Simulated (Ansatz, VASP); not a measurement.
One calculation of LiH, two programs

File INCAR:

```
  PREC = Accurate
  ENCUT = 520
  EDIFF = 1E-6
  ISMEAR = -1
  SIGMA = 0.05
  LREAL = False
  LASPH = True
  NELM = 100
  ALGO = Normal
  ISIF = 2
  LWAVE = False
  LCHARG = False
  GGA = PE
  NBANDS = 9
```

Contents of KPOINTS:

```
regular mesh
0
Gamma
  13 13 13
```

File POSCAR:

```
LiH
1.0
    0.0000000000      2.1304567805      2.1304567805
    2.1304567805      0.0000000000      2.1304567805
    2.1304567805      2.1304567805      0.0000000000
Li H
1 1
Direct
    0.0000000000      0.0000000000      0.0000000000
    0.2500000000      0.2500000000      0.2500000000
```

Input for Ansatz:

```yaml
crystal:
  lattice:
    - [0.0, 2.1304567805, 2.1304567805]
    - [2.1304567805, 0.0, 2.1304567805]
    - [2.1304567805, 2.1304567805, 0.0]
  atoms:
    - { symbol: Li, position: [0.0, 0.0, 0.0] }
    - { symbol: H, position: [0.25, 0.25, 0.25] }
kpoints:
  mp_grid: { grid: [13, 13, 13] }
scf:
  occupations: { method: fermi_dirac, width: 0.05 }
hamiltonian:
  xc: pbe
  pseudopotentials: { kind: all_electron, lapw: { basis_error: 0.00025 } }
output:
  forces: true
  stress: true
  eigenvalues: true
```

Change from the starting cell: volume scaled by 0.98.

Alike in both runs: task single point; functional PBE; k mesh 13 × 13 × 13; occupations fermi-dirac, width 0.05 eV; no spin polarisation.

|  | VASP | Ansatz |
| --- | --- | --- |
| version | VASP 6.6.1 | Ansatz 0.2.0 |
| potentials or method | VASP PAW PBE potentials, release 64 (Li_sv, H), cutoff 520 eV | all-electron LAPW, scalar-relativistic |

|  | VASP | Ansatz | Ansatz less VASP |
| --- | --- | --- | --- |
| gap on the k mesh at the Fermi level (eV) | 4.36 | 4.36 | -0.007 |

Ansatz ran all-electron here, and VASP with PAW potentials.

Noted on VASP's run: the cutoff is short for stress, so the pressure is rough.
